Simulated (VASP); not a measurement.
Wanted: the native input for a VASP 6.6.1 run.

- Task: single point
- Functional: LDA
- Potentials or basis: VASP PAW LDA potentials, release 64 (Si)
- Cutoff: 520 eV
- k mesh: 8 × 8 × 8
- Occupations: fermi-dirac, width 0.02 eV
- Spin: no spin polarisation
- Dipole correction: no
- Further INCAR settings: ALGO = Normal; EDIFF = 1e-06; NBANDS = 26

The structure of Si lies in POSCAR:

```
Si
1.0
   -3.3607759053      3.3607759053      3.3607759053
    3.3607759053     -3.3607759053      3.3607759053
    3.3607759053      3.3607759053     -3.3607759053
Si
8
Direct
    0.7031140000      0.7031140000      0.7031140000
    0.5000000000      0.0000000000      0.7968860000
    0.0000000000      0.7968860000      0.5000000000
    0.7968860000      0.5000000000      0.0000000000
    0.2968860000      0.2968860000      0.2968860000
    0.5000000000      0.0000000000      0.2031140000
    0.0000000000      0.2031140000      0.5000000000
    0.2031140000      0.5000000000      0.0000000000
```

One way to write it, as run:

INCAR

```
SYSTEM = Si
  PREC = Accurate
  ENCUT = 520
  EDIFF = 1E-6
  ISMEAR = -1
  SIGMA = 0.02
  LREAL = .FALSE.
  LASPH = .TRUE.
  NELM = 60
  ALGO = Normal
  ISIF = 2
  LWAVE = .FALSE.
  LCHARG = .FALSE.
  NBANDS = 26
```

KPOINTS

```
regular mesh
0
G
  8 8 8
  0 0 0
```

Potentials or basis: VASP PAW LDA potentials, release 64 (Si).

The run is started by

```sh
$ cat potpaw_LDA.64/Si/POTCAR > POTCAR
$ mpirun -np 1 vasp_std > vasp.out
```

Results of the run:

```json
{
  "Pressure": "-6.0 GPa",
  "Largest force": "0.187 eV/Å",
  "Band gap on the k mesh": "zero (bands 16 and 17 overlap by 0.19 eV)"
}
```

Caveat: the cell stands under tension; semilocal functionals underestimate gaps, so a narrow gap can read as zero.

Wall time 98 s on 1 thread of Intel(R) Xeon(R) Platinum 8488C (Sapphire Rapids), with other jobs on the host, peak memory 0.28 GiB.
